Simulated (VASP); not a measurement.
# HfO2: relaxation of the atoms with PBE

The system is HfO2.

```
CELL_PARAMETERS angstrom
3.60430 0.00000 0.00000
0.00000 3.60430 0.00000
0.31584 0.00000 5.26397
ATOMIC_POSITIONS crystal
Hf 0.51918 0.50000 0.50089
Hf 0.98082 0.00000 0.99911
O 0.00218 0.50000 0.69297
O 0.49782 0.00000 0.80703
O 0.50436 0.00000 0.30870
O 0.99564 0.50000 0.19130
```

This cell differs from its parent crystal: shear of c along a, cell held: +6.0 %.

```
Program                : VASP 6.6.1
Task                   : relaxation of the atoms
Functional             : PBE
Potentials or basis    : VASP PAW PBE potentials, release 64 (Hf_pv, O)
Cutoff                 : 520 eV
k mesh                 : 6 × 6 × 4
Occupations            : gaussian, width 0.02 eV
Spin                   : no spin polarisation
Dipole correction      : no
Further INCAR settings : ALGO = Normal; EDIFF = 1e-06; IBRION = 2; EDIFFG = -0.008; NSW = 60
```

- Energy gained by relaxing: 1.2 meV/atom
- Ionic steps: 13
- Pressure after relaxing: -1.1 GPa
- Largest force after relaxing: 0.004 eV/Å
- Band gap on the k mesh: 4.75 eV (least direct gap 4.81 eV)

Forces on the atoms (eV/Å):
```
Hf   0.002  0.000  0.003
Hf  -0.002  0.000 -0.003
O    0.002  0.000  0.002
O   -0.002  0.000 -0.002
O   -0.001  0.000  0.001
O    0.001  0.000 -0.001
```

Stress tensor (GPa, compression positive):
```
-0.04  0.00  0.33
 0.00 -2.44  0.00
 0.33  0.00 -0.77
```

The path:
```
step  energy change (eV)  largest force (eV/Å)  pressure (GPa)
   1              0.0000                0.2055           -2.13
   2             -0.0034                0.1124           -1.91
   3             -0.0034                0.1179           -1.90
   4             -0.0052                0.0877           -1.66
   5             -0.0064                0.0864           -1.31
   6             -0.0066                0.1167           -1.11
   7             -0.0069                0.0324           -1.19
   8             -0.0070                0.0151           -1.12
   9             -0.0070                0.0161           -1.11
  10             -0.0070                0.0190           -1.08
  11             -0.0070                0.0177           -1.10
  12             -0.0070                0.0155           -1.07
  13             -0.0070                0.0040           -1.08
```

Final structure:
```cif
data_structure
_symmetry_space_group_name_H-M 'P 1'
_symmetry_Int_Tables_number 1
_cell_length_a 3.6043
_cell_length_b 3.6043
_cell_length_c 5.2734
_cell_angle_alpha 90.000
_cell_angle_beta 86.566
_cell_angle_gamma 90.000
_cell_volume 68.38
loop_
_atom_site_label
_atom_site_type_symbol
_atom_site_fract_x
_atom_site_fract_y
_atom_site_fract_z
_atom_site_occupancy
Hf1 Hf 0.52645 0.50000 0.50155 1
Hf2 Hf 0.97355 0.00000 0.99845 1
O1 O 0.00359 0.50000 0.69113 1
O2 O 0.49641 0.00000 0.80887 1
O3 O 0.50771 0.00000 0.31171 1
O4 O 0.99229 0.50000 0.18829 1
```

Levels at points of the mesh, in eV from the valence-band top:
| k point | band 18 | band 19 | band 20 | band 21 | band 22 | band 23 | band 24 | band 25 | band 26 |
| --- | --- | --- | --- | --- | --- | --- | --- | --- | --- |
| (0.00, 0.00, 0.00) | -1.33 | -0.80 | -0.16 | -0.09 | -0.06 | 4.75 | 4.82 | 5.92 | 6.10 |
| (0.50, 0.00, 0.00) | -1.98 | -1.56 | -1.15 | -0.24 | -0.03 | 5.08 | 5.20 | 5.77 | 6.43 |
| (0.00, 0.50, 0.00) | -1.98 | -1.35 | -1.35 | -0.13 | -0.13 | 5.13 | 5.13 | 6.03 | 6.03 |
| (0.50, 0.50, 0.00) | -1.00 | -0.84 | -0.84 | -0.57 | -0.57 | 5.86 | 5.86 | 6.09 | 6.09 |
| (0.00, 0.00, 0.50) | -2.57 | -0.74 | -0.72 | -0.02 | -0.02 | 5.37 | 5.37 | 5.76 | 5.77 |
| (0.50, 0.00, 0.50) | -1.82 | -1.59 | -1.15 | -0.81 | -0.75 | 5.19 | 5.20 | 5.61 | 5.71 |
| (0.00, 0.50, 0.50) | -1.75 | -1.29 | -1.29 | -0.88 | -0.88 | 5.21 | 5.21 | 5.70 | 5.70 |
| (0.50, 0.50, 0.50) | -1.78 | -1.38 | -1.38 | -0.15 | -0.15 | 5.88 | 5.88 | 6.40 | 6.40 |

It took 10 min on 1 thread of Intel(R) Xeon(R) Platinum 8259CL CPU @ 2.50GHz (Skylake/Cascade Lake) (shared host), peak memory 0.23 GiB.

Caveat: the cell differs from its parent crystal (shear of c along a, cell held: +6.0 %); spin-orbit coupling is left out, which moves the levels of the heavy elements. A k mesh can miss the band edges.
